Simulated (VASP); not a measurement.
Set up this calculation in VASP 6.6.1, as the native input.

| Property | Result |
| --- | --- |
| Task | single point |
| Functional | PBEsol |
| Potentials or basis | VASP PAW PBE potentials, release 64 (Rh_pv, Si, Lu) |
| Cutoff | 520 eV |
| k mesh | 4 × 3 × 4 |
| Occupations | fermi-dirac, width 0.05 eV |
| Spin | no spin polarisation |
| Dipole correction | no |
| Further INCAR settings | ALGO = Normal; EDIFF = 1e-06; NBANDS = 45 |

The structure of LuSiRh3 lies in POSCAR:

```
LuSiRh3
1.0
    4.3109720000     -0.0649770000     -0.0423890000
   -0.0649770000      4.3832580000      0.0639310000
   -0.0423890000      0.0639310000      4.2517200000
Rh Si Lu
3 1 1
Direct
   -0.0183683648      0.5195831082      0.5261870292
    0.4985882310      0.9772122139      0.4809640575
    0.4900952956      0.4863869161      0.0269912994
    0.4989627803      0.4604969609      0.5534422544
    1.0040076480      1.0010234386      0.0039481553
```

One way to write it, as run:

INCAR

```
ALGO = Normal ; EDIFF = 1E-6
ENCUT = 520 ; GGA = PS
GGA_COMPAT = F ; ISIF = 2
ISMEAR = -1 ; LASPH = T
LCHARG = F ; LREAL = F
LWAVE = F ; NBANDS = 45
NELM = 120 ; PREC = Accurate
SIGMA = 0.05
```

KPOINTS

```
k-points
0
Gamma
  4 3 4
```

Potentials or basis: VASP PAW PBE potentials, release 64 (Rh_pv, Si, Lu).

Launch:

```sh
$ cat potpaw_PBE.64/Rh_pv/POTCAR potpaw_PBE.64/Si/POTCAR potpaw_PBE.64/Lu/POTCAR > POTCAR
$ mpirun -np 1 vasp_std > vasp.out
```

It gave:

```json
{
 "Pressure": "10.1 GPa",
 "Largest force": "3.265 eV/Å",
 "Band gap on the k mesh": "zero (bands 37 and 38 overlap by 0.05 eV)"
}
```

Caveat: the k points lie up to 0.48 Å⁻¹ apart; the PAW data sets were made with another functional, which shifts forces and pressure a little; spin-orbit coupling is left out, which moves the levels of the heavy elements.

Run time: 2.6 min on 1 thread of Intel Xeon 8259CL, on a shared host, peak memory 0.25 GiB.
